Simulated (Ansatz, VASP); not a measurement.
## CdS: VASP beside Ansatz

```
Cd S
1.0
     0.00000    2.95488    2.95488
     2.95488    0.00000    2.95488
     2.95488    2.95488    0.00000
Cd S
1 1
Direct
  0.00000 0.00000 0.00000
  0.75000 0.75000 0.75000
```

Change from the starting cell: volume scaled by 1.04.

Alike in both runs: task single point; functional LDA; k mesh 8 × 8 × 8; occupations fermi-dirac, width 0.05 eV; no spin polarisation.

```csv
,VASP,Ansatz
version,VASP 6.6.1,Ansatz 0.2.0
potentials or method,"VASP PAW LDA potentials, release 64 (Cd, S), cutoff 520 eV","all-electron LAPW, scalar-relativistic"
```

Ansatz gave:

| Item | Value |
| --- | --- |
| gap on the k mesh at the Fermi level (eV) | 0.78 |
| least direct gap on the mesh (eV) | 0.78 |
| pressure (GPa) | -4.5 |

**Question.** What did VASP give for the same quantities?

**Answer.** gap on the k mesh at the Fermi level (eV): 0.81; least direct gap on the mesh (eV): 0.81; pressure (GPa): -4.1.

LDA's correlation is that of Perdew and Zunger in VASP and of Perdew and Wang (1992) in Ansatz. Ansatz ran all-electron here, and VASP with PAW potentials.
